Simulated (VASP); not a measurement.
# Hf4C (Fmmm) in VASP: further runs

Hf4C is run at these levels: PBE; tasks: single point.

Program: VASP 6.6.1. These are calculated values, not measurements. Logs are shortened: lines on timing, memory, paths and dates and some standing lists are left out, and cuts for length are marked.

**1. The cell of the first run**

The structure is orthorhombic, space group Fmmm (No. 69). Conventional cell: a = 6.164 Å, b = 6.700 Å, c = 9.568 Å, α = 90.00°, β = 90.00°, γ = 90.00°. Hf (site symmetry m2m) has 1 C at 1.84 Å within 2.4 Å. Within 3.8 Å of Hf (site symmetry 222) lie 8 Hf at 2.85 to 3.35 Å and 4 C at 3.30 Å. Within 2.4 Å of C (site symmetry mmm) lie 2 Hf at 1.84 Å.

The cell was generated, and may not be a known phase.

**2. Single point, PBE**

INCAR reads:

```
PREC = Accurate
ENCUT = 520
EDIFF = 1E-7
ISMEAR = 0
SIGMA = 0.1
LREAL = F
LASPH = T
NELM = 60
ALGO = Normal
ISIF = 2
LWAVE = F
LCHARG = F
GGA = PE
NBANDS = 30
```

KPOINTS reads:

```
regular mesh
0
Gamma
  4 4 4
```

POSCAR reads:

```
Hf4C
1.0
    0.0000000000      3.3498106600      4.7837540300
    3.0818845700      0.0000000000      4.7837540300
    3.0818845700      3.3498106600      0.0000000000
Hf C
4 1
Direct
    0.2747583800      0.7252416200      0.2747583800
    0.7252416200      0.2747583800      0.7252416200
    0.7500000000      0.7500000000      0.7500000000
    0.2500000000      0.2500000000      0.2500000000
    0.0000000000      0.0000000000      0.0000000000
```

Potentials or basis: VASP PAW PBE potentials, release 64 (Hf_pv, C).

Command:

```sh
cat potpaw_PBE.64/Hf_pv/POTCAR potpaw_PBE.64/C/POTCAR > POTCAR
mpirun -np 1 vasp_std > vasp.out
```

OUTCAR:

```text
PREC = Accurate
   ENCUT = 520
   EDIFF = 1E-7
   ISMEAR = 0
   LREAL = F
   LASPH = T
   NELM = 60
   ISIF = 2
   GGA = PE

 ion  position               nearest neighbor table
   1  0.275  0.725  0.275-   5 1.84   4 2.85   4 2.85   3 2.85   3 2.85   2 3.02   2 3.10   2 3.10
                             2 3.68
   2  0.725  0.275  0.725-   5 1.84   4 2.85   3 2.85   4 2.85   3 2.85   1 3.02   1 3.10   1 3.10
                             1 3.68
   3  0.750  0.750  0.750-   1 2.85   2 2.85   1 2.85   2 2.85   4 3.08   4 3.08   4 3.35   4 3.35

   4  0.250  0.250  0.250-   1 2.85   2 2.85   1 2.85   2 2.85   3 3.08   3 3.08   3 3.35   3 3.35

   5  0.000  0.000  0.000-   1 1.84   2 1.84

  LATTYP: Found a face centered orthorhombic cell.
 ALAT       =     6.1637691400
 B/A-ratio  =     1.0869357966
 C/A-ratio  =     1.5522171325

  Lattice vectors:

 A1 = (   0.0000000000,   3.3498106600,   4.7837540300)
 A2 = (   3.0818845700,   0.0000000000,   4.7837540300)
 A3 = (   3.0818845700,   3.3498106600,   0.0000000000)

Analysis of symmetry for initial positions (statically):
=====================================================================
 Subroutine PRICEL returns:
 Original cell was already a primitive cell.

 Routine SETGRP: Setting up the symmetry group for a
 face centered orthorhombic supercell.

 Subroutine GETGRP returns: Found  8 space group operations
 (whereof  8 operations were pure point group operations)
 out of a pool of  8 trial point group operations.

The static configuration has the point symmetry D_2h.

Analysis of symmetry for dynamics (positions and initial velocities):
=====================================================================
 Subroutine PRICEL returns:
 Original cell was already a primitive cell.

 Routine SETGRP: Setting up the symmetry group for a
 face centered orthorhombic supercell.

 Subroutine GETGRP returns: Found  8 space group operations
 (whereof  8 operations were pure point group operations)
 out of a pool of  8 trial point group operations.

The dynamic configuration has the point symmetry D_2h.

 Subroutine INISYM returns: Found  8 space group operations
 (whereof  8 operations are pure point group operations),
 and found     1 'primitive' translations

----------------------------------------------------------------------------------------

                                     Primitive cell

  volume of cell :      98.7724

  direct lattice vectors                    reciprocal lattice vectors
     0.000000000  3.349810660  4.783754030    -0.162238393  0.149262168  0.104520424
     3.081884570  0.000000000  4.783754030     0.162238393 -0.149262168  0.104520424
     3.081884570  3.349810660  0.000000000     0.162238393  0.149262168 -0.104520424

  length of vectors
     5.839994356  5.690546118  4.551839624     0.243977478  0.243977478  0.243977478

  position of ions in fractional coordinates (direct lattice)
     0.274758380  0.725241620  0.274758380
     0.725241620  0.274758380  0.725241620
     0.750000000  0.750000000  0.750000000
     0.250000000  0.250000000  0.250000000
     0.000000000  0.000000000  0.000000000

  ion indices of the primitive-cell ions
   primitive index   ion index
                 1           1
                 2           2
                 3           3
                 4           4
                 5           5

----------------------------------------------------------------------------------------

 KPOINTS: regular mesh

Automatic generation of k-mesh.
 Grid dimensions read from file:
 generate k-points for:    4    4    4

 Generating k-lattice:

  Cartesian coordinates                     Fractional coordinates (reciprocal lattice)
    -0.040559598  0.037315542  0.026130106     0.250000000  0.000000000  0.000000000
     0.040559598 -0.037315542  0.026130106     0.000000000  0.250000000 -0.000000000
     0.040559598  0.037315542 -0.026130106     0.000000000 -0.000000000  0.250000000

  Length of vectors
     0.060994370  0.060994370  0.060994370

  Shift w.r.t. Gamma in fractional coordinates (k-lattice)
     0.000000000  0.000000000  0.000000000

 Subroutine IBZKPT returns following result:
 ===========================================

 Found     18 irreducible k-points:

 Following reciprocal coordinates:
            Coordinates               Weight
  0.000000  0.000000  0.000000      1.000000
  0.250000  0.000000  0.000000      8.000000
  0.500000  0.000000  0.000000      4.000000
  0.250000  0.250000  0.000000      2.000000
  0.500000  0.250000  0.000000      8.000000
 -0.250000  0.250000  0.000000      4.000000
[... 10 lines left out ...]
 -0.250000  0.250000  0.500000      2.000000
  0.000000  0.500000  0.500000      1.000000
   k-points           NKPTS =     18   k-points in BZ     NKDIM =     18   number of bands    NBANDS=     30
   number of dos      NEDOS =    301   number of ions     NIONS =      5
   total plane-waves  NPLWV =  72576
   dimension x,y,z NGX =    48 NGY =   42 NGZ =   36
   dimension x,y,z NGXF=    96 NGYF=   84 NGZF=   72
   ions per type =               4   1
   NGX,Y,Z   is equivalent  to a cutoff of  13.66, 12.27, 13.15 a.u.
   NGXF,Y,Z  is equivalent  to a cutoff of  27.33, 24.54, 26.30 a.u.
 SYSTEM =  unknown system
   PREC   = accura    normal or accurate (medium, high low for compatibility)
   ISTART =      0    job   : 0-new  1-cont  2-samecut
   ICHARG =      2    charge: 1-file 2-atom 10-const
   ISPIN  =      1    spin polarized calculation?
   LNONCOLLINEAR =      F non collinear calculations
   LSORBIT =      F    spin-orbit coupling
   LASPH  =      T    aspherical Exc in radial PAW
   ENCUT  =  520.0 eV  38.22 Ry    6.18 a.u.  10.86 10.58  8.46*2*pi/ulx,y,z
   NELM   =     60;   NELMIN=  2; NELMDL= -5     # of ELM steps
   EDIFF  = 0.1E-06   stopping-criterion for ELM
   LREAL  =      F    real-space projection
   EDIFFG = 0.1E-05   stopping-criterion for IOM
   NSW    =      0    number of steps for IOM
   IBRION =     -1    ionic relax: 0-MD 1-quasi-New 2-CG
   NFREE  =      0    steps in history (QN), initial steepest desc. (CG)
   ISIF   =      2    stress and relaxation
   ISYM   =      2    0-nonsym 1-usesym 2-fastsym
   POTIM  = 0.5000    time-step for ionic-motion
   TEBEG  =    0.0;   TEEND  =   0.0 temperature during run
   PSTRESS=    0.0 pullay stress
   NELECT =      44.0000    total number of electrons
   NUPDOWN=      -1.0000    fix difference up-down
   EMIN   =  10.00;   EMAX   =-10.00  energy-range for DOS
   EFERMI =   0.00;   METHOD = LEGACY
   ISMEAR =     0;   SIGMA  =   0.10  broadening in eV -4-tet -1-fermi 0-gaus
   EFERMI_NEDOS =   21; number of points for ismear=-14 and -15
   IALGO  =     38    algorithm
   IMIX   =      4    mixing-type and parameters
     AMIX     =   0.40;   BMIX     =  1.00
     AMIX_MAG =   1.60;   BMIX_MAG =  1.00
  volume/ion in A,a.u.               =      19.75       133.31
  Fermi-wavevector in a.u.,A,eV,Ry     =   1.250299  2.362723 21.269276  1.563248
  Thomas-Fermi vector in A             =   2.384300
   LORBIT       =      0    0 simple, 1 ext, 2 COOP (PROOUT), +10 PAW based schemes
   GGA     = PE    functional components
   LHFCALC =     F    Hartree Fock is set to
   AEXX    =    0.0000 exact exchange contribution
   IVDW    =     0    specifies the selected vdW correction
   LEPSILON=     F    determine dielectric tensor
   LRPA    =     F    only Hartree local field effects (RPA)
 non-spin polarized calculation
 Gauss-broadening in eV      SIGMA  =   0.10
  energy-cutoff  :      520.00
  volume of cell :       98.77
 maximum number of plane-waves:      2686
 NGX is ok and might be reduce to    48
   NGX = 21   NGY = 21   NGZ = 17

 number of electron      44.0000000 magnetization

 Free energy of the ion-electron system (eV)
  ---------------------------------------------------
  ext. energy  EPLUGINS =         0.00000000
  ---------------------------------------------------
  free energy    TOTEN  =       -42.39854335 eV

  energy without entropy =      -42.37811361  energy(sigma->0) =      -42.38832848

 E-fermi :   4.6406     XC(G=0): -11.0800

 val. band max:        4.6394258661   @ k =   0.0000   0.2500   0.2500
 cond. band min:       4.6701536890   @ k =   0.5000  -0.2500   0.2500
 fundamental gap:      0.0307278230
 Fermi energy:         4.6405566231

 k-point     1 :       0.0000    0.0000    0.0000
  band No.  band energies     occupation
      1     -26.6098      2.00000
      2     -26.5427      2.00000
      3     -26.4372      2.00000
      4     -26.2084      2.00000
      5     -26.0483      2.00000
      6     -25.8648      2.00000
[... 22 lines left out ...]
     29       7.9514      0.00000
     30       8.4635      0.00000

 k-point     2 :       0.2500    0.0000    0.0000
  band No.  band energies     occupation
      1     -26.5222      2.00000
      2     -26.4575      2.00000
      3     -26.3552      2.00000
      4     -26.1860      2.00000
      5     -26.0739      2.00000
      6     -25.9316      2.00000
[... 22 lines left out ...]
     29       7.6978      0.00000
     30       7.9468      0.00000

 k-point     3 :       0.5000    0.0000    0.0000
  band No.  band energies     occupation
      1     -26.4093      2.00000
      2     -26.4023      2.00000
      3     -26.1366      2.00000
      4     -26.1334      2.00000
      5     -26.1129      2.00000
      6     -26.1092      2.00000
[... 22 lines left out ...]
     29       6.6019      0.00000
     30       6.6871      0.00000

 k-point     4 :       0.2500    0.2500    0.0000
  band No.  band energies     occupation
      1     -26.4535      2.00000
      2     -26.4504      2.00000
      3     -26.3160      2.00000
      4     -26.2093      2.00000
      5     -26.0417      2.00000
      6     -25.8374      2.00000
[... 418 lines left out ...]
     29       8.1383      0.00000
     30       8.3407      0.00000

 k-point    17 :      -0.2500    0.2500    0.5000
  band No.  band energies     occupation
      1     -26.4854      2.00000
      2     -26.4185      2.00000
      3     -26.3497      2.00000
      4     -26.2879      2.00000
      5     -25.9821      2.00000
      6     -25.8176      2.00000
[... 22 lines left out ...]
     29       7.6413      0.00000
     30       7.8782      0.00000

 k-point    18 :       0.0000    0.5000    0.5000
  band No.  band energies     occupation
      1     -26.3690      2.00000
      2     -26.2771      2.00000
      3     -26.2098      2.00000
      4     -26.1694      2.00000
      5     -25.9828      2.00000
      6     -25.7897      2.00000
[... 22 lines left out ...]
     29       7.4988      0.00000
     30       8.0532      0.00000

------------------------ aborting loop because EDIFF is reached ----------------------------------------

  FORCE on cell =-STRESS in cart. coord.  units (eV):
  Direction    XX          YY          ZZ          XY          YZ          ZX
  --------------------------------------------------------------------------------------
  -------------------------------------------------------------------------------------
  Total        3.1311753     19.9117710     12.9264185      0.0000000      0.0000000      0.0000000
  in kB       50.7905009    322.9869733    209.6782244      0.0000000      0.0000000      0.0000000
  external PRESSURE =     194.4852329 kB  Pullay stress =       0.0000000 kB

 VOLUME and BASIS-vectors are now :
 -----------------------------------------------------------------------------
  energy-cutoff  :      520.00
  volume of cell :       98.77
      direct lattice vectors                 reciprocal lattice vectors
     0.000000000  3.349810660  4.783754030    -0.162238393  0.149262168  0.104520424
     3.081884570  0.000000000  4.783754030     0.162238393 -0.149262168  0.104520424
     3.081884570  3.349810660  0.000000000     0.162238393  0.149262168 -0.104520424

 POSITION                                       TOTAL-FORCE (eV/Angst)
 -----------------------------------------------------------------------------------
      3.08188      1.84078      4.78375        -0.000000      7.008855     -0.000000
      3.08188      4.85884      4.78375        -0.000000     -7.008855     -0.000000
      4.62283      5.02472      7.17563        -0.000000     -0.000000      0.000000
      1.54094      1.67491      2.39188         0.000000      0.000000     -0.000000
      0.00000      0.00000      0.00000        -0.000000      0.000000     -0.000000
 -----------------------------------------------------------------------------------
    total drift:                                0.000000      0.000000      0.000000

  FREE ENERGIE OF THE ION-ELECTRON SYSTEM (eV)
  ---------------------------------------------------
  free  energy   TOTEN  =       -42.3985433538 eV

  energy  without entropy=      -42.3781136108  energy(sigma->0) =      -42.38832848
```

Wall time 2.1 min (1 thread of Intel Xeon 8259CL, shared host); peak memory 0.26 GiB.

Results:

- Free energy: -42.3985 eV
- Pressure: 19.4 GPa
- Largest force: 7.009 eV/Å
- Band gap on the k mesh: zero (bands 22 and 23 overlap by 0.72 eV)

Forces in eV/Å, atoms in the order of the input:
```
Hf   0.000  7.009  0.000
Hf   0.000 -7.009  0.000
Hf   0.000  0.000  0.000
Hf   0.000  0.000  0.000
C    0.000  0.000  0.000
```

Stress tensor (GPa, compression positive):
```
 5.08  0.00  0.00
 0.00 32.30  0.00
 0.00  0.00 20.97
```

Levels at points of the mesh, in eV from the Fermi level:
```csv
k point,band 19,band 20,band 21,band 22,band 23,band 24,band 25,band 26
"(0.00, 0.00, 0.00)",-2.37,-1.54,-1.12,-0.35,0.46,0.81,2.23,2.33
"(0.50, 0.00, 0.00)",-1.58,-0.87,-0.72,-0.31,0.51,0.66,0.70,0.91
"(0.50, 0.50, 0.00)",-1.66,-0.95,0.04,0.07,0.39,0.44,0.58,0.80
"(0.50, 0.00, 0.50)",-2.38,-1.52,-0.97,-0.44,-0.03,0.75,0.81,0.85
"(0.00, 0.50, 0.50)",-1.36,-0.63,-0.43,-0.36,-0.36,0.89,1.21,1.24
```

Caveat: the k points lie up to 0.38 Å⁻¹ apart, too coarse for converged energies and pressures of a metal; spin-orbit coupling is left out, which moves the levels of the heavy elements; forces of over 1 eV/Å act on the atoms, so gaps and moduli don't describe the material at rest.

**3. Single point, PBE**

This run uses another cell than the first one, of 21.77 Å³/atom.

INCAR reads:

```
  ALGO = Normal
  EDIFF = 1E-7
  ENCUT = 520
  GGA = PE
  ISIF = 2
  ISMEAR = 0
  LASPH = T
  LCHARG = F
  LREAL = F
  LWAVE = F
  NBANDS = 30
  NELM = 60
  PREC = Accurate
  SIGMA = 0.1
```

KPOINTS reads:

```
k-points
0
Gamma
  4 4 4
```

POSCAR reads:

```
Hf4C
1.0
    0.0000000000      3.4898326444      5.2812555567
    2.9529091841      0.0000000000      5.2812555567
    2.9529091841      3.4898326444      0.0000000000
Hf C
4 1
Direct
    0.2940589910      0.7059410090      0.2940589910
    0.7059410090      0.2940589910      0.7059410090
    0.7500000000      0.7500000000      0.7500000000
    0.2500000000      0.2500000000      0.2500000000
    0.0000000000      0.0000000000      0.0000000000
```

Potentials or basis: VASP PAW PBE potentials, release 64 (Hf_pv, C).

Command:

```sh
cat potpaw_PBE.64/Hf_pv/POTCAR potpaw_PBE.64/C/POTCAR > POTCAR
mpirun -np 1 vasp_std > vasp.out
```

Run time: 2.8 min. Hardware: 1 thread of Intel Xeon 8259CL, shared host; peak memory 0.28 GiB.

Results (log left out):

```yaml
Free_energy: -44.1413 eV
Pressure: -0.3 GPa
Largest_force: 0.016 eV/Å
Band_gap_on_the_k_mesh: zero (bands 22 and 23 overlap by 0.05 eV)
```

Forces in eV/Å, atoms in the order of the input:
```
Hf   0.000 -0.016  0.000
Hf   0.000  0.016  0.000
Hf   0.000  0.000  0.000
Hf   0.000  0.000  0.000
C    0.000  0.000  0.000
```

Stress tensor (GPa, compression positive):
```
-0.70  0.00  0.00
 0.00  0.18  0.00
 0.00  0.00 -0.27
```

Levels at points of the mesh, in eV from the Fermi level:
```tsv
k point	band 19	band 20	band 21	band 22	band 23	band 24	band 25	band 26
(0.00, 0.00, 0.00)	-2.12	-1.73	-1.09	-1.03	0.93	1.17	1.46	1.61
(0.50, 0.00, 0.00)	-1.56	-0.64	-0.51	-0.35	0.29	0.52	0.59	0.98
(0.50, 0.50, 0.00)	-1.59	-1.11	-0.62	-0.03	0.01	0.31	0.48	0.51
(0.50, 0.00, 0.50)	-2.05	-1.32	-0.93	-0.12	0.02	0.70	1.28	1.66
(0.00, 0.50, 0.50)	-1.12	-1.07	-0.89	-0.16	0.05	0.26	0.63	1.58
```

Caveat: the k points lie up to 0.38 Å⁻¹ apart; spin-orbit coupling is left out, which moves the levels of the heavy elements.

The gap in the log of VASP goes by the Fermi energy; the results here count the filled bands.